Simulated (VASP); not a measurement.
Set up this calculation in VASP 6.6.1, as the native input.

```yaml
Task: single point
Functional: PBE
Potentials_or_basis: VASP PAW PBE potentials, release 64 (Si, Mo_sv)
Cutoff: 520 eV
k_mesh: 12 × 12 × 1
Occupations: gaussian, width 0.1 eV
Spin: collinear spin
Starting_moments: "[0.0, 0.0, 1.23] μB"
Dipole_correction: yes
Further_INCAR_settings: ALGO = Normal; EDIFF = 1e-07; NBANDS = 22
```

The structure of Si2Mo lies in POSCAR:

```
Si2Mo
1.0
    4.3630885410     -0.0000002465      0.0000000000
   -2.1815440570      3.7785456387      0.0000000000
    0.0000000000      0.0000000000     23.8000000000
Si Mo
2 1
Direct
    0.6666666667      0.3333333333      0.2941176471
    0.3333333333      0.6666666667      0.2941176471
    0.0000000000      0.0000000000      0.2941176471
```

The cell was generated, and may not be a known phase.

The input as run:

INCAR

```
PREC = Accurate
ENCUT = 520
EDIFF = 1E-7
ISMEAR = 0
SIGMA = 0.1
LREAL = False
LASPH = True
NELM = 150
ALGO = Normal
ISIF = 2
LWAVE = False
LCHARG = True
ISPIN = 2
MAGMOM = 0 0 1.23
LORBIT = 11
LMAXMIX = 4
LDIPOL = True
IDIPOL = 3
DIPOL = 0.5 0.5 0.294
GGA = PE
LELF = True
LVHAR = True
LVACPOTAV = True
NBANDS = 22
```

KPOINTS

```
regular mesh
0
Gamma
  12 12 1
```

Potentials or basis: VASP PAW PBE potentials, release 64 (Si, Mo_sv).

Run with:

```console
$ cat potpaw_PBE.64/Si/POTCAR potpaw_PBE.64/Mo_sv/POTCAR > POTCAR
$ mpirun -np 1 vasp_std > vasp.out
```

Results of the run:

```
Net moment                                            : 1.71 μB per cell
Site moments                                          : Si -0.04; Mo +1.41 μB
Valence electrons inside the program's atomic spheres : Si 1.62; Mo 12.59
Work function of the upper face                       : 4.63 eV
Work function of the lower face                       : 4.63 eV
```

It took 14 min on 1 thread of Intel(R) Xeon(R) Platinum 8488C (Sapphire Rapids), on a shared host, peak memory 0.71 GiB.
